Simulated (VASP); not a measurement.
# TaN (Fmm2) in VASP: single point with LDA

Aim: the single point of TaN with LDA.

Everything below comes from runs of VASP 6.6.1. Logs are shortened: lines on timing, memory, paths and dates and some standing lists are left out, and cuts for length are marked.

**1. The cell of the first run**

It takes space group Fmm2 (No. 42, orthorhombic). The conventional cell has a = 4.349 Å, b = 4.522 Å, c = 4.522 Å, α = 90.00°, β = 90.00°, γ = 90.00°. Within 2.8 Å of Ta (site symmetry mm2) lie 6 N at 2.12 to 2.40 Å. N (site symmetry mm2) has 6 Ta at 2.12 to 2.40 Å within 2.8 Å.

**2. Single point, LDA (atoms displaced along a vibrational mode, the cell strained)**

INCAR reads:

```
PREC = Accurate
ENCUT = 700
EDIFF = 1E-6
ISMEAR = 0
SIGMA = 0.15
LREAL = False
LASPH = True
NELM = 120
ALGO = Normal
ISIF = 2
LWAVE = False
LCHARG = False
GGA = CA
NBANDS = 16
GGA_COMPAT = False
```

KPOINTS reads:

```
Automatic mesh
0
Gamma
  18 18 18
```

POSCAR reads:

```
TaN
1.0
    0.0000000000      2.2612401490      2.1742693740
    2.2612401490      0.0000000000      2.1742693740
    2.2612401490      2.2612401490      0.0000000000
Ta N
1 1
Direct
    0.4978193580      0.5021806420      0.5021806420
    0.0281703825     -0.0281703825     -0.0281703825
```

Potentials or basis: VASP PAW LDA potentials, release 64 (Ta_sv_GW, N).

Launch:

```sh
$ cat potpaw_LDA.64/Ta_sv_GW/POTCAR potpaw_LDA.64/N/POTCAR > POTCAR
$ mpirun -np 1 vasp_std > vasp.out
```

OUTCAR:

```text
PREC = Accurate
   ENCUT = 700
   EDIFF = 1E-6
   ISMEAR = 0
   LREAL = False
   LASPH = True
   NELM = 120
   ISIF = 2
   GGA = CA

 ion  position               nearest neighbor table
   1  0.498  0.502  0.502-   2 2.12   2 2.18   2 2.18   2 2.27   2 2.27   2 2.40
   2  0.028  0.972  0.972-   1 2.12   1 2.18   1 2.18   1 2.27   1 2.27   1 2.40

  LATTYP: Found a body centered tetragonal cell.
 ALAT       =     3.1978764865
 C/A-ratio  =     1.3598207330

  Lattice vectors:

 A1 = (   0.0000000000,  -2.2612401490,  -2.1742693740)
 A2 = (   0.0000000000,   2.2612401490,  -2.1742693740)
 A3 = (   2.2612401490,   0.0000000000,   2.1742693740)

Analysis of symmetry for initial positions (statically):
=====================================================================
 Subroutine PRICEL returns:
 Original cell was already a primitive cell.

 Routine SETGRP: Setting up the symmetry group for a
 body centered tetragonal supercell.

 Subroutine GETGRP returns: Found  4 space group operations
 (whereof  4 operations were pure point group operations)
 out of a pool of 16 trial point group operations.

The static configuration has the point symmetry C_2v.

Analysis of symmetry for dynamics (positions and initial velocities):
=====================================================================
 Subroutine PRICEL returns:
 Original cell was already a primitive cell.

 Routine SETGRP: Setting up the symmetry group for a
 body centered tetragonal supercell.

 Subroutine GETGRP returns: Found  4 space group operations
 (whereof  4 operations were pure point group operations)
 out of a pool of 16 trial point group operations.

The dynamic configuration has the point symmetry C_2v.

 Subroutine INISYM returns: Found  4 space group operations
 (whereof  4 operations are pure point group operations),
 and found     1 'primitive' translations

----------------------------------------------------------------------------------------

                                     Primitive cell

  volume of cell :      22.2350

  direct lattice vectors                    reciprocal lattice vectors
     0.000000000  2.261240149  2.174269374    -0.221117602  0.221117602  0.229962306
     2.261240149  0.000000000  2.174269374     0.221117602 -0.221117602  0.229962306
     2.261240149  2.261240149  0.000000000     0.221117602  0.221117602 -0.229962306

  length of vectors
     3.136981722  3.136981722  3.197876486     0.388160599  0.388160599  0.388160599

  position of ions in fractional coordinates (direct lattice)
     0.497819358  0.502180642  0.502180642
     0.028170383  0.971829617  0.971829617

  ion indices of the primitive-cell ions
   primitive index   ion index
                 1           1
                 2           2

----------------------------------------------------------------------------------------

 KPOINTS: Automatic mesh

Automatic generation of k-mesh.
 Grid dimensions read from file:
 generate k-points for:   18   18   18

 Generating k-lattice:

  Cartesian coordinates                     Fractional coordinates (reciprocal lattice)
    -0.012284311  0.012284311  0.012775684     0.055555556 -0.000000000  0.000000000
     0.012284311 -0.012284311  0.012775684    -0.000000000  0.055555556  0.000000000
     0.012284311  0.012284311 -0.012775684     0.000000000  0.000000000  0.055555556

  Length of vectors
     0.021564478  0.021564478  0.021564478

  Shift w.r.t. Gamma in fractional coordinates (k-lattice)
     0.000000000  0.000000000  0.000000000

 Subroutine IBZKPT returns following result:
 ===========================================

 Found    865 irreducible k-points:

 Following reciprocal coordinates:
            Coordinates               Weight
  0.000000  0.000000  0.000000      1.000000
  0.055556  0.000000  0.000000      8.000000
  0.111111  0.000000  0.000000      8.000000
  0.166667  0.000000  0.000000      8.000000
  0.222222  0.000000  0.000000      8.000000
  0.277778  0.000000  0.000000      8.000000
[... 16 lines left out ...]
 -0.277778  0.055556  0.000000      8.000000
 -0.222222  0.055556  0.000000      8.000000
 [... further k-points ...]
   k-points           NKPTS =    865   k-points in BZ     NKDIM =    865   number of bands    NBANDS=     16
   number of dos      NEDOS =    301   number of ions     NIONS =      2
   total plane-waves  NPLWV =  21952
   dimension x,y,z NGX =    28 NGY =   28 NGZ =   28
   dimension x,y,z NGXF=    56 NGYF=   56 NGZF=   56
   ions per type =               1   1
   NGX,Y,Z   is equivalent  to a cutoff of  14.84, 14.84, 14.56 a.u.
   NGXF,Y,Z  is equivalent  to a cutoff of  29.68, 29.68, 29.11 a.u.
 SYSTEM =  unknown system
   PREC   = accura    normal or accurate (medium, high low for compatibility)
   ISTART =      0    job   : 0-new  1-cont  2-samecut
   ICHARG =      2    charge: 1-file 2-atom 10-const
   ISPIN  =      1    spin polarized calculation?
   LNONCOLLINEAR =      F non collinear calculations
   LSORBIT =      F    spin-orbit coupling
   LASPH  =      T    aspherical Exc in radial PAW
   ENCUT  =  700.0 eV  51.45 Ry    7.17 a.u.   6.77  6.77  6.90*2*pi/ulx,y,z
   NELM   =    120;   NELMIN=  2; NELMDL= -5     # of ELM steps
   EDIFF  = 0.1E-05   stopping-criterion for ELM
   LREAL  =      F    real-space projection
[... 7 lines left out ...]
   TEBEG  =    0.0;   TEEND  =   0.0 temperature during run
   PSTRESS=    0.0 pullay stress
   NELECT =      18.0000    total number of electrons
   NUPDOWN=      -1.0000    fix difference up-down
   EMIN   =  10.00;   EMAX   =-10.00  energy-range for DOS
   EFERMI =   0.00;   METHOD = LEGACY
   ISMEAR =     0;   SIGMA  =   0.15  broadening in eV -4-tet -1-fermi 0-gaus
   EFERMI_NEDOS =   21; number of points for ismear=-14 and -15
   IALGO  =     38    algorithm
   IMIX   =      4    mixing-type and parameters
     AMIX     =   0.40;   BMIX     =  1.00
     AMIX_MAG =   1.60;   BMIX_MAG =  1.00
  volume/ion in A,a.u.               =      11.12        75.02
  Fermi-wavevector in a.u.,A,eV,Ry     =   1.525762  2.883272 31.673673  2.327949
  Thomas-Fermi vector in A             =   2.633888
   LORBIT       =      0    0 simple, 1 ext, 2 COOP (PROOUT), +10 PAW based schemes
   GGA     = CA    functional components
   LHFCALC =     F    Hartree Fock is set to
   AEXX    =    0.0000 exact exchange contribution
   IVDW    =     0    specifies the selected vdW correction
   LEPSILON=     F    determine dielectric tensor
   LRPA    =     F    only Hartree local field effects (RPA)
 non-spin polarized calculation
 Gauss-broadening in eV      SIGMA  =   0.15
  energy-cutoff  :      700.00
  volume of cell :       22.23
 maximum number of plane-waves:       954
   NGX = 13   NGY = 13   NGZ = 13

 number of electron      18.0000000 magnetization

 Free energy of the ion-electron system (eV)
  ---------------------------------------------------
  ext. energy  EPLUGINS =         0.00000000
  ---------------------------------------------------
  free energy    TOTEN  =       -26.47742751 eV

  energy without entropy =      -26.46712143  energy(sigma->0) =      -26.47227447

 E-fermi :  12.7455     XC(G=0): -13.7942

 val. band max:       12.7370561369   @ k =   0.3889   0.0000   0.0556
 cond. band min:      12.7471983868   @ k =   0.0000  -0.1111   0.2778
 fundamental gap:      0.0101422499
 Fermi energy:        12.7454633965

 k-point     1 :       0.0000    0.0000    0.0000
  band No.  band energies     occupation
      1     -56.3532      2.00000
      2     -22.8092      2.00000
      3     -22.7981      2.00000
      4     -22.7817      2.00000
      5      -5.4386      2.00000
      6       8.7138      2.00000
[... 8 lines left out ...]
     15      22.0197      0.00000
     16      35.0662      0.00000

 k-point     2 :       0.0556    0.0000    0.0000
  band No.  band energies     occupation
      1     -56.3518      2.00000
      2     -22.8250      2.00000
      3     -22.8049      2.00000
      4     -22.7876      2.00000
      5      -5.3687      2.00000
      6       8.2407      2.00000
[... 8 lines left out ...]
     15      22.2372      0.00000
     16      34.2625      0.00000

 k-point     3 :       0.1111    0.0000    0.0000
  band No.  band energies     occupation
      1     -56.3478      2.00000
      2     -22.8898      2.00000
      3     -22.8148      2.00000
      4     -22.7944      2.00000
      5      -5.1649      2.00000
      6       7.4960      2.00000
[... 8 lines left out ...]
     15      22.8495      0.00000
     16      32.5611      0.00000

 k-point     4 :       0.1667    0.0000    0.0000
  band No.  band energies     occupation
      1     -56.3416      2.00000
      2     -22.9921      2.00000
      3     -22.8279      2.00000
      4     -22.8020      2.00000
      5      -4.8441      2.00000
      6       6.6403      2.00000
[... 8 lines left out ...]
     15      23.7211      0.00000
     16      30.8040      0.00000

 k-point     5 :       0.2222    0.0000    0.0000
  band No.  band energies     occupation
      1     -56.3339      2.00000
      2     -23.1156      2.00000
      3     -22.8437      2.00000
      4     -22.8109      2.00000
      5      -4.4326      2.00000
      6       5.7508      2.00000
[... 8 lines left out ...]
     15      24.5295      0.00000
     16      29.4774      0.00000

 k-point     6 :       0.2778    0.0000    0.0000
  band No.  band energies     occupation
      1     -56.3257      2.00000
      2     -23.2442      2.00000
      3     -22.8604      2.00000
      4     -22.8201      2.00000
      5      -3.9653      2.00000
      6       4.8867      2.00000
[... 8 lines left out ...]
     15      24.6775      0.00000
     16      28.7594      0.00000

 k-point     7 :       0.3333   -0.0000    0.0000
  band No.  band energies     occupation
      1     -56.3181      2.00000
      2     -23.3624      2.00000
      3     -22.8760      2.00000
      4     -22.8286      2.00000
      5      -3.4862      2.00000
      6       4.1020      2.00000
[... 8 lines left out ...]
     15      24.1945      0.00000
     16      27.2188      0.00000

 k-point     8 :       0.3889   -0.0000    0.0000
  band No.  band energies     occupation
      1     -56.3118      2.00000
      2     -23.4570      2.00000
      3     -22.8887      2.00000
      4     -22.8355      2.00000
      5      -3.0524      2.00000
      6       3.4543      2.00000
[... 8 lines left out ...]
     15      23.7858      0.00000
     16      25.8692      0.00000

 k-point     9 :       0.4444    0.0000    0.0000
  band No.  band energies     occupation
      1     -56.3077      2.00000
      2     -23.5178      2.00000
      3     -22.8969      2.00000
      4     -22.8400      2.00000
      5      -2.7378      2.00000
      6       3.0137      2.00000
[... 8 lines left out ...]
     15      23.6506      0.00000
     16      24.9471      0.00000
[... 172 lines left out ...]
 k-point    19 :       0.5000    0.0556    0.0000
  band No.  band energies     occupation
      1     -56.3057      2.00000
      2     -23.5293      2.00000
      3     -22.9055      2.00000
      4     -22.8560      2.00000
      5      -2.6749      2.00000
      6       2.9552      2.00000
[... 8 lines left out ...]
     15      23.5034      0.00000
     16      24.5732      0.00000

 k-point    20 :      -0.4444    0.0556    0.0000
  band No.  band energies     occupation
      1     -56.3063      2.00000
      2     -23.5198      2.00000
      3     -22.9000      2.00000
      4     -22.8600      2.00000
      5      -2.7336      2.00000
      6       3.0219      2.00000
[... 8 lines left out ...]
     15      23.4182      0.00000
     16      24.7598      0.00000

 k-point    21 :      -0.3889    0.0556    0.0000
  band No.  band energies     occupation
      1     -56.3097      2.00000
      2     -23.4703      2.00000
      3     -22.8894      2.00000
      4     -22.8604      2.00000
      5      -2.9910      2.00000
      6       3.3634      2.00000
[... 8 lines left out ...]
     15      23.4970      0.00000
     16      25.6225      0.00000

 k-point    22 :      -0.3333    0.0556    0.0000
  band No.  band energies     occupation
      1     -56.3153      2.00000
      2     -23.3861      2.00000
      3     -22.8748      2.00000
      4     -22.8568      2.00000
      5      -3.3816      2.00000
      6       3.9180      2.00000
[... 8 lines left out ...]
     15      23.8771      0.00000
     16      26.7328      0.00000

 k-point    23 :      -0.2778    0.0556    0.0000
  band No.  band energies     occupation
      1     -56.3226      2.00000
      2     -23.2761      2.00000
      3     -22.8582      2.00000
      4     -22.8495      2.00000
      5      -3.8343      2.00000
      6       4.6193      2.00000
[... 8 lines left out ...]
     15      24.5109      0.00000
     16      27.5600      0.00000

 k-point    24 :      -0.2222    0.0556    0.0000
  band No.  band energies     occupation
      1     -56.3306      2.00000
      2     -23.1526      2.00000
      3     -22.8426      2.00000
      4     -22.8379      2.00000
      5      -4.2907      2.00000
      6       5.4129      2.00000
[... 8 lines left out ...]
     15      24.7733      0.00000
     16      28.0838      0.00000

 [... further k-points ...]
[... 5 lines left out ...]
  --------------------------------------------------------------------------------------
  -------------------------------------------------------------------------------------
  Total       -3.0466377     -4.0892827     -1.4328378      0.0000000      0.0000000      0.0000000
  in kB     -219.5304021   -294.6598748   -103.2454409      0.0000000      0.0000000      0.0000000
  external PRESSURE =    -205.8119059 kB  Pullay stress =       0.0000000 kB

 VOLUME and BASIS-vectors are now :
 -----------------------------------------------------------------------------
  energy-cutoff  :      700.00
  volume of cell :       22.23
      direct lattice vectors                 reciprocal lattice vectors
     0.000000000  2.261240149  2.174269374    -0.221117602  0.221117602  0.229962306
     2.261240149  0.000000000  2.174269374     0.221117602 -0.221117602  0.229962306
     2.261240149  2.261240149  0.000000000     0.221117602  0.221117602 -0.229962306

 POSITION                                       TOTAL-FORCE (eV/Angst)
 -----------------------------------------------------------------------------------
      2.27110      2.26124      2.17427        -0.635117      0.000000      0.000000
      4.39508      2.26124      2.17427         0.635117      0.000000      0.000000
 -----------------------------------------------------------------------------------
    total drift:                               -0.000170     -0.000000     -0.000000

  FREE ENERGIE OF THE ION-ELECTRON SYSTEM (eV)
  ---------------------------------------------------
  free  energy   TOTEN  =       -26.4774275141 eV

  energy  without entropy=      -26.4671214269  energy(sigma->0) =      -26.47227447
```

Run time: 4.4 min. Hardware: 1 thread of Intel Xeon Platinum 8375C at 2.90GHz (Ice Lake), shared host; peak memory 0.59 GiB.

What came out:

```
Free energy            : -26.4774 eV
Pressure               : -20.6 GPa
Largest force          : 0.635 eV/Å
Band gap on the k mesh : zero (bands 9 and 10 overlap by 3.24 eV)
```

Forces on the atoms (eV/Å):
```
Ta  -0.635  0.000  0.000
N    0.635  0.000  0.000
```

Levels at points of the mesh, in eV from the Fermi level:
```
           k point  band 7  band 8  band 9  band 10  band 11  band 12
(0.00, 0.00, 0.00)   -3.98   -3.96   -2.07    -1.54    -1.28    -0.09
(0.50, 0.00, 0.00)   -7.20   -7.17    1.63     1.88     1.95     3.68
(0.50, 0.50, 0.00)   -5.85   -4.60   -3.77     2.13     3.35     3.36
(0.50, 0.00, 0.50)   -5.77   -4.51   -3.50     2.01     3.11     3.57
(0.00, 0.50, 0.50)   -5.07   -4.41   -4.29     1.88     3.10     3.55
```

Caveat: the cell differs from its parent crystal (atoms displaced along a vibrational mode, the cell strained); the stress differs along the axes, from -29 to -10 GPa; spin-orbit coupling is left out, which moves the levels of the heavy elements.
